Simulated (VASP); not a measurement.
Runs of VASP 6.6.1 on BN. The structure is that of space group P6_3mc (No. 186), or close to it. The cells are those of the table. 

| cell | gap on the mesh (eV) | pressure (GPa) | largest force (eV/Å) |
| --- | --- | --- | --- |
| a = 2.502, b = 2.502, c = 4.142 Å, angles 90.0, 90.0, 120.0°, 4 atoms | 5.47 | 25.7 | 0.10 |
| a = 2.586, b = 2.586, c = 4.281 Å, angles 90.0, 90.0, 120.0°, 4 atoms | 5.58 | -13.2 | 0.01 |
| a = 2.536, b = 2.536, c = 4.199 Å, angles 90.0, 90.0, 120.0°, 4 atoms | 5.52 | (b) | 0.06 |
| a = 2.519, b = 2.519, c = 4.171 Å, angles 90.0, 90.0, 120.0°, 4 atoms | 5.50 | 16.5 | (a) |
| a = 2.569, b = 2.569, c = 4.254 Å, angles 90.0, 90.0, 120.0°, 4 atoms | 5.56 | -6.7 | 0.02 |

Alike in all rows: task single point; level PBE; potentials or basis VASP PAW PBE potentials, release 64 (B, N); no spin polarisation; k mesh 8 × 8 × 4; cutoff (eV) 600; smearing gaussian 0.01 eV.

Problem. Fill in the values left out.

Solution. (a) 0.08; (b) 8.0.

A k mesh can miss the band edges.
